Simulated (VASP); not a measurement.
# MgCd3Se4 in VASP: further runs

The runs below take MgCd3Se4 through single point, with PBE.

All numbers are computed with VASP 6.6.1; they aren't measurements. Logs are shortened: lines on timing, memory, paths and dates and some standing lists are left out, and cuts for length are marked.

## 1. The cell of the first run

It takes space group P-43m (No. 215, cubic). Conventional cell: a = 6.143 Å, b = 6.143 Å, c = 6.143 Å, α = 90.00°, β = 90.00°, γ = 90.00°. Within 3.4 Å of Mg (site symmetry -43m) lie 4 Se at 2.60 Å. Within 3.5 Å of Cd (site symmetry -42m) lie 4 Se at 2.68 Å. Within 3.4 Å of Se (site symmetry 3m) lie 1 Mg at 2.60 Å and 3 Cd at 2.68 Å.

## 2. Single point, PBE

Contents of INCAR:

```
PREC     = Accurate       # precision mode
ENCUT    = 520            # plane-wave cutoff, eV
EDIFF    = 1E-7           # SCF threshold, eV
ISMEAR   = 0              # smearing method
SIGMA    = 0.1            # smearing width, eV
LREAL    = False          # projectors in reciprocal space
LASPH    = True           # aspherical terms in the spheres
NELM     = 100            # most SCF steps
ALGO     = Normal         # electronic algorithm
ISIF     = 2              # what is computed and relaxed
LWAVE    = False          # write WAVECAR
LCHARG   = False          # write CHGCAR
GGA      = PE             # functional
NBANDS   = 41             # bands
```

Contents of KPOINTS:

```
Automatic mesh
0
Gamma
  2 2 2
```

Contents of POSCAR:

```
MgCd3Se4
1.0
    6.1427644000      0.0000000000      0.0000000000
    0.0000000000      6.1427644000      0.0000000000
    0.0000000000      0.0000000000      6.1427644000
Mg Cd Se
1 3 4
Direct
    0.0000000000      0.0000000000      0.0000000000
    0.0000000000      0.5000000000      0.5000000000
    0.5000000000      0.0000000000      0.5000000000
    0.5000000000      0.5000000000      0.0000000000
    0.7553240000      0.7553240000      0.2446760000
    0.7553240000      0.2446760000      0.7553240000
    0.2446760000      0.7553240000      0.7553240000
    0.2446760000      0.2446760000      0.2446760000
```

Potentials or basis: VASP PAW PBE potentials, release 64 (Mg, Cd, Se).

Launch:

```
$ cat potpaw_PBE.64/Mg/POTCAR potpaw_PBE.64/Cd/POTCAR potpaw_PBE.64/Se/POTCAR > POTCAR
$ mpirun -np 1 vasp_std > vasp.out
```

OUTCAR:

```text
PREC = Accurate
   ENCUT = 520
   EDIFF = 1E-7
   ISMEAR = 0
   LREAL = False
   LASPH = True
   NELM = 100
   ISIF = 2
   GGA = PE

 ion  position               nearest neighbor table
   1  0.000  0.000  0.000-   5 2.60   6 2.60   7 2.60   8 2.60
   2  0.000  0.500  0.500-   5 2.68   6 2.68   7 2.68   8 2.68
   3  0.500  0.000  0.500-   5 2.68   6 2.68   7 2.68   8 2.68
   4  0.500  0.500  0.000-   5 2.68   6 2.68   7 2.68   8 2.68
   5  0.755  0.755  0.245-   1 2.60   2 2.68   3 2.68   4 2.68
   6  0.755  0.245  0.755-   1 2.60   2 2.68   3 2.68   4 2.68
   7  0.245  0.755  0.755-   1 2.60   2 2.68   3 2.68   4 2.68
   8  0.245  0.245  0.245-   1 2.60   2 2.68   3 2.68   4 2.68

  LATTYP: Found a simple cubic cell.
 ALAT       =     6.1427644000

  Lattice vectors:

 A1 = (   6.1427644000,   0.0000000000,   0.0000000000)
 A2 = (   0.0000000000,   6.1427644000,   0.0000000000)
 A3 = (   0.0000000000,   0.0000000000,   6.1427644000)

Analysis of symmetry for initial positions (statically):
=====================================================================
 Subroutine PRICEL returns:
 Original cell was already a primitive cell.

 Routine SETGRP: Setting up the symmetry group for a
 simple cubic supercell.

 Subroutine GETGRP returns: Found 24 space group operations
 (whereof 24 operations were pure point group operations)
 out of a pool of 48 trial point group operations.

The static configuration has the point symmetry T_d .

Analysis of symmetry for dynamics (positions and initial velocities):
=====================================================================
 Subroutine PRICEL returns:
 Original cell was already a primitive cell.

 Routine SETGRP: Setting up the symmetry group for a
 simple cubic supercell.

 Subroutine GETGRP returns: Found 24 space group operations
 (whereof 24 operations were pure point group operations)
 out of a pool of 48 trial point group operations.

The dynamic configuration has the point symmetry T_d .

 Subroutine INISYM returns: Found 24 space group operations
 (whereof 24 operations are pure point group operations),
 and found     1 'primitive' translations

----------------------------------------------------------------------------------------

                                     Primitive cell

  volume of cell :     231.7883

  direct lattice vectors                    reciprocal lattice vectors
     6.142764400  0.000000000  0.000000000     0.162793155  0.000000000  0.000000000
     0.000000000  6.142764400  0.000000000     0.000000000  0.162793155  0.000000000
     0.000000000  0.000000000  6.142764400     0.000000000  0.000000000  0.162793155

  length of vectors
     6.142764400  6.142764400  6.142764400     0.162793155  0.162793155  0.162793155

  position of ions in fractional coordinates (direct lattice)
     0.000000000  0.000000000  0.000000000
     0.000000000  0.500000000  0.500000000
     0.500000000  0.000000000  0.500000000
     0.500000000  0.500000000  0.000000000
     0.755324000  0.755324000  0.244676000
     0.755324000  0.244676000  0.755324000
     0.244676000  0.755324000  0.755324000
     0.244676000  0.244676000  0.244676000

  ion indices of the primitive-cell ions
   primitive index   ion index
                 1           1
                 2           2
                 3           3
                 4           4
                 5           5
                 6           6
                 7           7
                 8           8

----------------------------------------------------------------------------------------

 KPOINTS: Automatic mesh

Automatic generation of k-mesh.
 Grid dimensions read from file:
 generate k-points for:    2    2    2

 Generating k-lattice:

  Cartesian coordinates                     Fractional coordinates (reciprocal lattice)
     0.081396578  0.000000000  0.000000000     0.500000000  0.000000000  0.000000000
     0.000000000  0.081396578  0.000000000     0.000000000  0.500000000  0.000000000
     0.000000000  0.000000000  0.081396578     0.000000000  0.000000000  0.500000000

  Length of vectors
     0.081396578  0.081396578  0.081396578

  Shift w.r.t. Gamma in fractional coordinates (k-lattice)
     0.000000000  0.000000000  0.000000000

 Subroutine IBZKPT returns following result:
 ===========================================

 Found      4 irreducible k-points:

 Following reciprocal coordinates:
            Coordinates               Weight
  0.000000  0.000000  0.000000      1.000000
  0.500000  0.000000  0.000000      3.000000
  0.500000  0.500000  0.000000      3.000000
  0.500000  0.500000  0.500000      1.000000
   k-points           NKPTS =      4   k-points in BZ     NKDIM =      4   number of bands    NBANDS=     41
   number of dos      NEDOS =    301   number of ions     NIONS =      8
   total plane-waves  NPLWV = 110592
   dimension x,y,z NGX =    48 NGY =   48 NGZ =   48
   dimension x,y,z NGXF=    96 NGYF=   96 NGZF=   96
   ions per type =               1   3   4
   NGX,Y,Z   is equivalent  to a cutoff of  12.99, 12.99, 12.99 a.u.
   NGXF,Y,Z  is equivalent  to a cutoff of  25.98, 25.98, 25.98 a.u.
 SYSTEM =  unknown system
   PREC   = accura    normal or accurate (medium, high low for compatibility)
   ISTART =      0    job   : 0-new  1-cont  2-samecut
   ICHARG =      2    charge: 1-file 2-atom 10-const
   ISPIN  =      1    spin polarized calculation?
   LNONCOLLINEAR =      F non collinear calculations
   LSORBIT =      F    spin-orbit coupling
   LASPH  =      T    aspherical Exc in radial PAW
   ENCUT  =  520.0 eV  38.22 Ry    6.18 a.u.  11.42 11.42 11.42*2*pi/ulx,y,z
   NELM   =    100;   NELMIN=  2; NELMDL= -5     # of ELM steps
   EDIFF  = 0.1E-06   stopping-criterion for ELM
   LREAL  =      F    real-space projection
   EDIFFG = 0.1E-05   stopping-criterion for IOM
   NSW    =      0    number of steps for IOM
   IBRION =     -1    ionic relax: 0-MD 1-quasi-New 2-CG
   NFREE  =      0    steps in history (QN), initial steepest desc. (CG)
   ISIF   =      2    stress and relaxation
   ISYM   =      2    0-nonsym 1-usesym 2-fastsym
   POTIM  = 0.5000    time-step for ionic-motion
   TEBEG  =    0.0;   TEEND  =   0.0 temperature during run
   PSTRESS=    0.0 pullay stress
   NELECT =      62.0000    total number of electrons
   NUPDOWN=      -1.0000    fix difference up-down
   EMIN   =  10.00;   EMAX   =-10.00  energy-range for DOS
   EFERMI =   0.00;   METHOD = LEGACY
   ISMEAR =     0;   SIGMA  =   0.10  broadening in eV -4-tet -1-fermi 0-gaus
   EFERMI_NEDOS =   21; number of points for ismear=-14 and -15
   IALGO  =     38    algorithm
   IMIX   =      4    mixing-type and parameters
     AMIX     =   0.40;   BMIX     =  1.00
     AMIX_MAG =   1.60;   BMIX_MAG =  1.00
  volume/ion in A,a.u.               =      28.97       195.52
  Fermi-wavevector in a.u.,A,eV,Ry     =   1.054812  1.993305 15.138214  1.112627
  Thomas-Fermi vector in A             =   2.189986
   LORBIT       =      0    0 simple, 1 ext, 2 COOP (PROOUT), +10 PAW based schemes
   GGA     = PE    functional components
   LHFCALC =     F    Hartree Fock is set to
   AEXX    =    0.0000 exact exchange contribution
   IVDW    =     0    specifies the selected vdW correction
   LEPSILON=     F    determine dielectric tensor
   LRPA    =     F    only Hartree local field effects (RPA)
 non-spin polarized calculation
 Gauss-broadening in eV      SIGMA  =   0.10
  energy-cutoff  :      520.00
  volume of cell :      231.79
 maximum number of plane-waves:      6302
 NGX is ok and might be reduce to    48
   NGX = 23   NGY = 23   NGZ = 23

 number of electron      61.9999959 magnetization

 Free energy of the ion-electron system (eV)
  ---------------------------------------------------
  ext. energy  EPLUGINS =         0.00000000
  ---------------------------------------------------
  free energy    TOTEN  =       -23.82211934 eV

  energy without entropy =      -23.82211934  energy(sigma->0) =      -23.82211934

 E-fermi :   1.0119     XC(G=0):  -8.5087

 val. band max:        0.5490754437   @ k =   0.0000   0.0000   0.0000
 cond. band min:       1.5219469432   @ k =   0.0000   0.0000   0.0000
 fundamental gap:      0.9728714995
 Fermi energy:         1.0119087247

 k-point     1 :       0.0000    0.0000    0.0000
  band No.  band energies     occupation
      1     -11.5543      2.00000
      2     -11.0625      2.00000
      3     -11.0625      2.00000
      4     -11.0625      2.00000
      5      -7.0309      2.00000
      6      -7.0309      2.00000
[... 33 lines left out ...]
     40       6.7334      0.00000
     41       6.7334      0.00000

 k-point     2 :       0.5000    0.0000    0.0000
  band No.  band energies     occupation
      1     -11.3355      2.00000
      2     -11.2875      2.00000
      3     -11.0629      2.00000
      4     -11.0629      2.00000
      5      -6.9902      2.00000
      6      -6.9902      2.00000
[... 33 lines left out ...]
     40       7.1644      0.00000
     41       7.1644      0.00000

 k-point     3 :       0.5000    0.5000    0.0000
  band No.  band energies     occupation
      1     -11.2206      2.00000
      2     -11.1778      2.00000
      3     -11.1778      2.00000
      4     -11.1654      2.00000
      5      -6.9944      2.00000
      6      -6.9832      2.00000
[... 33 lines left out ...]
     40       7.0017      0.00000
     41       7.0161      0.00000

 k-point     4 :       0.5000    0.5000    0.5000
  band No.  band energies     occupation
      1     -11.2098      2.00000
      2     -11.1714      2.00000
      3     -11.1714      2.00000
      4     -11.1714      2.00000
      5      -7.0063      2.00000
      6      -7.0063      2.00000
[... 33 lines left out ...]
     40       7.1753      0.00000
     41       7.2087      0.00000

------------------------ aborting loop because EDIFF is reached ----------------------------------------

  FORCE on cell =-STRESS in cart. coord.  units (eV):
  Direction    XX          YY          ZZ          XY          YZ          ZX
  --------------------------------------------------------------------------------------
  -------------------------------------------------------------------------------------
  Total        0.4860414      0.4860414      0.4860414      0.0000000      0.0000000      0.0000000
  in kB        3.3596366      3.3596366      3.3596366      0.0000000      0.0000000      0.0000000
  external PRESSURE =       3.3596366 kB  Pullay stress =       0.0000000 kB

 VOLUME and BASIS-vectors are now :
 -----------------------------------------------------------------------------
  energy-cutoff  :      520.00
  volume of cell :      231.79
      direct lattice vectors                 reciprocal lattice vectors
     6.142764400  0.000000000  0.000000000     0.162793155  0.000000000  0.000000000
     0.000000000  6.142764400  0.000000000     0.000000000  0.162793155  0.000000000
     0.000000000  0.000000000  6.142764400     0.000000000  0.000000000  0.162793155

 POSITION                                       TOTAL-FORCE (eV/Angst)
 -----------------------------------------------------------------------------------
      0.00000      0.00000      0.00000        -0.000000      0.000000     -0.000000
      0.00000      3.07138      3.07138        -0.000000     -0.000000     -0.000000
      3.07138      0.00000      3.07138         0.000000     -0.000000     -0.000000
      3.07138      3.07138      0.00000        -0.000000     -0.000000     -0.000000
      4.63978      4.63978      1.50299         0.023249      0.023249     -0.023249
      4.63978      1.50299      4.63978         0.023249     -0.023249      0.023249
      1.50299      4.63978      4.63978        -0.023249      0.023249      0.023249
      1.50299      1.50299      1.50299        -0.023249     -0.023249     -0.023249
 -----------------------------------------------------------------------------------
    total drift:                               -0.000000     -0.000000      0.000000

  FREE ENERGIE OF THE ION-ELECTRON SYSTEM (eV)
  ---------------------------------------------------
  free  energy   TOTEN  =       -23.8221193399 eV

  energy  without entropy=      -23.8221193399  energy(sigma->0) =      -23.82211934
```

Run time: 29 s. Hardware: 1 thread of Intel Xeon 6975P-C (Granite Rapids), shared host; peak memory 0.32 GiB.

What came out:

| Item | Value |
| --- | --- |
| Free energy | -23.8221 eV |
| Pressure | 0.3 GPa |
| Largest force | 0.040 eV/Å |
| Band gap on the k mesh | 0.97 eV, direct |

Forces in eV/Å, atoms in the order of the input:
```
Mg   0.000  0.000  0.000
Cd   0.000  0.000  0.000
Cd   0.000  0.000  0.000
Cd   0.000  0.000  0.000
Se   0.023  0.023 -0.023
Se   0.023 -0.023  0.023
Se  -0.023  0.023  0.023
Se  -0.023 -0.023 -0.023
```

Caveat: the k points lie up to 0.51 Å⁻¹ apart.

## 3. Single point, PBE

This run uses another cell than the first one, of 29.08 Å³/atom, 1.004 times its volume.

Contents of INCAR:

```
PREC = Accurate
ENCUT = 520
EDIFF = 1E-6
ISMEAR = 0
SIGMA = 0.1
LREAL = False
LASPH = True
NELM = 60
ALGO = Normal
ISIF = 2
LWAVE = False
LCHARG = False
GGA = PE
NBANDS = 41
```

Contents of KPOINTS:

```
regular mesh
0
Gamma
  2 2 2
```

Contents of POSCAR:

```
MgCd3Se4
1.0
    6.1511925586     -0.0028944775     -0.0003424412
   -0.0030124599      6.1416304378     -0.0011651507
   -0.0002828247     -0.0008723330      6.1582516061
Mg Cd Se
1 3 4
Direct
    0.0000216457      0.0001067108     -0.0001463735
   -0.0000823210      0.4997749015      0.4998172490
    0.5004890617     -0.0001455279      0.4999893262
    0.4994492676      0.5002189357     -0.0000454390
    0.7555816900      0.7553227458      0.2445066283
    0.7553171754      0.2448121700      0.7557474164
    0.2444834126      0.7555625546      0.7552662392
    0.2447400679      0.2443475094      0.2448649533
```

Potentials or basis: VASP PAW PBE potentials, release 64 (Mg, Cd, Se).

Launch:

```
$ cat potpaw_PBE.64/Mg/POTCAR potpaw_PBE.64/Cd/POTCAR potpaw_PBE.64/Se/POTCAR > POTCAR
$ mpirun -np 1 vasp_std > vasp.out
```

It took 40 s on 1 thread of Intel Xeon 6975P-C (Granite Rapids), shared host; peak memory 0.35 GiB.

The run converged. Its results:

| Property | Result |
| --- | --- |
| Free energy | -23.8235 eV |
| Pressure | 0.2 GPa |
| Largest force | 0.030 eV/Å |
| Band gap on the k mesh | 0.96 eV, direct |

Forces on the atoms (eV/Å):
```
Mg   0.000  0.000  0.001
Cd   0.000  0.001  0.001
Cd  -0.002  0.001  0.000
Cd   0.002 -0.001  0.000
Se   0.016  0.018 -0.016
Se   0.018 -0.018  0.016
Se  -0.017  0.017  0.017
Se  -0.017 -0.017 -0.018
```

Levels at points of the mesh, in eV from the valence-band top:
| k point | band 28 | band 29 | band 30 | band 31 | band 32 | band 33 | band 34 | band 35 |
| --- | --- | --- | --- | --- | --- | --- | --- | --- |
| (0.00, 0.00, 0.00) | -1.49 | -0.01 | -0.01 | 0.00 | 0.96 | 3.31 | 3.32 | 3.32 |
| (0.50, 0.00, 0.00) | -0.96 | -0.95 | -0.73 | -0.73 | 3.43 | 3.43 | 4.41 | 4.43 |
| (0.00, 0.50, 0.00) | -0.96 | -0.96 | -0.73 | -0.73 | 3.43 | 3.43 | 4.41 | 4.42 |
| (0.50, 0.50, 0.00) | -0.69 | -0.69 | -0.66 | -0.40 | 3.72 | 3.83 | 3.84 | 4.75 |
| (0.00, 0.00, 0.50) | -0.96 | -0.95 | -0.73 | -0.72 | 3.43 | 3.43 | 4.42 | 4.43 |
| (0.50, 0.00, 0.50) | -0.70 | -0.70 | -0.67 | -0.41 | 3.72 | 3.83 | 3.83 | 4.74 |
| (0.00, 0.50, 0.50) | -0.69 | -0.69 | -0.66 | -0.40 | 3.72 | 3.83 | 3.83 | 4.74 |
| (0.50, 0.50, 0.50) | -0.50 | -0.49 | -0.48 | -0.48 | 2.48 | 2.48 | 2.49 | 3.52 |

Caveat: the k points lie up to 0.51 Å⁻¹ apart.

## 4. Single point, PBE

Contents of INCAR:

```
PREC = Accurate ; ENCUT = 520
EDIFF = 1E-6 ; ISMEAR = 0
SIGMA = 0.1 ; LREAL = F
LASPH = T ; NELM = 100
ALGO = Normal ; ISIF = 2
LWAVE = F ; LCHARG = T
GGA = PE ; LELF = T
LVHAR = T ; NBANDS = 41
```

Contents of KPOINTS:

```
Automatic mesh
0
Gamma
  4 4 4
```

Contents of POSCAR:

```
MgCd3Se4
1.0
    6.1427644000      0.0000000000      0.0000000000
    0.0000000000      6.1427644000      0.0000000000
    0.0000000000      0.0000000000      6.1427644000
Mg Cd Se
1 3 4
Direct
    0.0000000000      0.0000000000      0.0000000000
    0.0000000000      0.5000000000      0.5000000000
    0.5000000000      0.0000000000      0.5000000000
    0.5000000000      0.5000000000      0.0000000000
    0.7553240000      0.7553240000      0.2446760000
    0.7553240000      0.2446760000      0.7553240000
    0.2446760000      0.7553240000      0.7553240000
    0.2446760000      0.2446760000      0.2446760000
```

Launch:

```
$ cat potpaw_PBE.64/Mg/POTCAR potpaw_PBE.64/Cd/POTCAR potpaw_PBE.64/Se/POTCAR > POTCAR
$ mpirun -np 1 vasp_std > vasp.out
```

Wall time 54 s (1 thread of Intel Xeon 6975P-C (Granite Rapids), shared host); peak memory 0.36 GiB.

It converged, with:

* Free energy: -23.9948 eV
* Pressure: 0.2 GPa
* Largest force: 0.033 eV/Å
* Band gap on the k mesh: 0.99 eV, direct

Forces on the atoms (eV/Å):
```
Mg   0.000  0.000  0.000
Cd   0.000  0.000  0.000
Cd   0.000  0.000  0.000
Cd   0.000  0.000  0.000
Se   0.019  0.019 -0.019
Se   0.019 -0.019  0.019
Se  -0.019  0.019  0.019
Se  -0.019 -0.019 -0.019
```

Levels at points of the mesh, in eV from the valence-band top:
| k point | band 27 | band 28 | band 29 | band 30 | band 31 | band 32 | band 33 | band 34 | band 35 | band 36 |
| --- | --- | --- | --- | --- | --- | --- | --- | --- | --- | --- |
| (0.00, 0.00, 0.00) | -1.50 | -1.50 | 0.00 | 0.00 | 0.00 | 0.99 | 3.33 | 3.33 | 3.33 | 3.58 |
| (0.50, 0.00, 0.00) | -1.83 | -0.96 | -0.96 | -0.73 | -0.73 | 3.45 | 3.46 | 4.44 | 4.45 | 5.00 |
| (0.50, 0.50, 0.00) | -1.75 | -0.69 | -0.69 | -0.66 | -0.40 | 3.75 | 3.86 | 3.86 | 4.77 | 5.71 |
| (0.50, 0.50, 0.50) | -0.51 | -0.51 | -0.48 | -0.48 | -0.48 | 2.51 | 2.51 | 2.51 | 3.54 | 6.19 |

## 5. Single point, PBE

Contents of INCAR:

```
SYSTEM = MgCd3Se4
PREC = Accurate ; ENCUT = 520
EDIFF = 1E-6 ; ISMEAR = 0
SIGMA = 0.02 ; LREAL = .False.
LASPH = .True. ; NELM = 100
ALGO = Normal ; ISIF = 2
LWAVE = .False. ; LCHARG = .True.
GGA = PE ; LELF = .True.
LVHAR = .True. ; NBANDS = 41
```

Contents of KPOINTS:

```
Automatic mesh
0
Gamma
  6 6 6
  0 0 0
```

POSCAR is that of step 4.

Launch:

```
$ cat potpaw_PBE.64/Mg/POTCAR potpaw_PBE.64/Cd/POTCAR potpaw_PBE.64/Se/POTCAR > POTCAR
$ mpirun -np 1 vasp_std > vasp.out
```

Run time: 88 s. Hardware: 1 thread of Intel Xeon 6975P-C (Granite Rapids), shared host; peak memory 0.43 GiB.

The run converged. Its results:

* Free energy: -23.9976 eV
* Pressure: 0.2 GPa
* Largest force: 0.032 eV/Å
* Band gap on the k mesh: 0.99 eV, direct

Forces on the atoms (eV/Å):
```
Mg   0.000  0.000  0.000
Cd   0.000  0.000  0.000
Cd   0.000  0.000  0.000
Cd   0.000  0.000  0.000
Se   0.019  0.019 -0.019
Se   0.019 -0.019  0.019
Se  -0.019  0.019  0.019
Se  -0.019 -0.019 -0.019
```

Levels at points of the mesh, in eV from the valence-band top:
| k point | band 29 | band 30 | band 31 | band 32 | band 33 | band 34 |
| --- | --- | --- | --- | --- | --- | --- |
| (0.00, 0.00, 0.00) | 0.00 | 0.00 | 0.00 | 0.99 | 3.33 | 3.33 |
| (0.50, 0.00, 0.00) | -0.96 | -0.73 | -0.73 | 3.46 | 3.46 | 4.44 |
| (0.50, 0.50, 0.00) | -0.69 | -0.66 | -0.40 | 3.75 | 3.86 | 3.86 |
| (0.50, 0.50, 0.50) | -0.48 | -0.48 | -0.48 | 2.51 | 2.51 | 2.51 |

[end of part 1 of 2]
